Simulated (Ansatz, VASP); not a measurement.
**TiAl in VASP and in Ansatz**

The input INCAR:

```
SYSTEM = TiAl
PREC     = Accurate       ! precision mode
ENCUT    = 520            ! plane-wave cutoff, eV
EDIFF    = 1E-7           ! SCF threshold, eV
ISMEAR   = 0              ! smearing method
SIGMA    = 0.1            ! smearing width, eV
LREAL    = .False.        ! projectors in reciprocal space
LASPH    = .True.         ! aspherical terms in the spheres
NELM     = 100            ! most SCF steps
ALGO     = Normal         ! electronic algorithm
ISIF     = 2              ! what is computed and relaxed
LWAVE    = .False.        ! write WAVECAR
LCHARG   = .True.         ! write CHGCAR
GGA      = PS             ! functional
LELF     = .True.         ! ELF
LVHAR    = .True.       
NBANDS   = 14             ! bands
```

The input KPOINTS:

```
Automatic mesh
0
Gamma
  14 14 14
  0 0 0
```

The input POSCAR:

```
TiAl
1.0
    3.1875479108      0.0000000000      0.0000000000
    0.0000000000      3.1875479108      0.0000000000
    0.0000000000      0.0000000000      3.1875479108
Ti Al
1 1
Direct
    0.5000000000      0.5000000000      0.5000000000
    0.0000000000      0.0000000000      0.0000000000
```

Input for Ansatz:

```yaml
crystal:
  lattice:
    - [3.1875479108, 0.0, 0.0]
    - [0.0, 3.1875479108, 0.0]
    - [0.0, 0.0, 3.1875479108]
  atoms:
    - { symbol: Ti, position: [0.5, 0.5, 0.5] }
    - { symbol: Al, position: [0.0, 0.0, 0.0] }
basis:
  ecutwfc: 420
kpoints:
  mp_grid: { grid: [14, 14, 14] }
hamiltonian:
  xc: pbesol
scf:
  occupations: { method: gaussian, width: 0.1 }
output:
  forces: true
  stress: true
  eigenvalues: true
```

Alike in both runs: task single point; functional PBEsol; k mesh 14 × 14 × 14; occupations gaussian, width 0.1 eV; no spin polarisation.

```csv
,VASP,Ansatz
version,VASP 6.6.1,Ansatz 0.2.0
potentials or method,"VASP PAW PBE potentials, release 64 (Ti_sv, Al), cutoff 520 eV","scalar-relativistic, plane waves, PAW"
valence electrons in the cell,15,15
```

```csv
,VASP,Ansatz,Ansatz less VASP
gap on the k mesh at the Fermi level (eV),none,none,-
pressure (GPa),-3.3,-3.3,-0.07
```

VASP's potentials were made for PBE, not for PBEsol. A gap of «none» marks a metal or a gap that the smearing closes.
